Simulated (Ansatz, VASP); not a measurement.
**Two plane-wave programs on Al**

INCAR

```
PREC = Accurate
ENCUT = 520
EDIFF = 1E-7
ISMEAR = 0
SIGMA = 0.15
LREAL = F
LASPH = T
NELM = 60
ALGO = Normal
ISIF = 2
LWAVE = F
LCHARG = F
GGA = PS
NBANDS = 10
```

File KPOINTS:

```
regular mesh
0
Gamma
  18 18 10
```

The input POSCAR:

```
Al
1.0
    2.7300000000      0.0000000000      0.0000000000
   -1.3650000000      2.3642493523      0.0000000000
    0.0000000000      0.0000000000      4.4157000000
Al
2
Direct
    0.6666666667      0.3333333333      0.7500000000
    0.3333333333      0.6666666667      0.2500000000
```

Input for Ansatz:

```yaml
crystal:
  lattice:
    - [2.73, 0.0, 0.0]
    - [-1.365, 2.3642493523, 0.0]
    - [0.0, 0.0, 4.4157]
  atoms:
    - { symbol: Al, position: [0.6666666667, 0.3333333333, 0.75] }
    - { symbol: Al, position: [0.3333333333, 0.6666666667, 0.25] }
basis:
  ecutwfc: 420
kpoints:
  mp_grid: { grid: [18, 18, 10] }
hamiltonian:
  xc: pbesol
  pseudopotentials: { kind: paw, azcp: { folder: soft_1 } }
scf:
  occupations: { method: gaussian, width: 0.15 }
output:
  forces: true
  stress: true
  eigenvalues: true
```

Alike in both runs: task single point; functional PBEsol; k mesh 18 × 18 × 10; occupations gaussian, width 0.15 eV; no spin polarisation.

```csv
,VASP,Ansatz
version,VASP 6.6.1,Ansatz 0.2.0
potentials or method,"VASP PAW PBE potentials, release 64 (Al), cutoff 520 eV","scalar-relativistic, plane waves, PAW"
valence electrons in the cell,6,6
```

VASP gave:

| Quantity | Value |
| --- | --- |
| gap on the k mesh at the Fermi level (eV) | none |
| pressure (GPa) | 14.4 |
| traceless stress, the component that is largest in VASP (GPa) | 0.69 |

Task: Which values does Ansatz return?

Result: gap on the k mesh at the Fermi level (eV): none; pressure (GPa): 14.3; traceless stress, the component that is largest in VASP (GPa): 0.68.

VASP's potentials were made for PBE, not for PBEsol, and Ansatz warns of the same on its side. A gap of «none» marks a metal or a gap that the smearing closes.
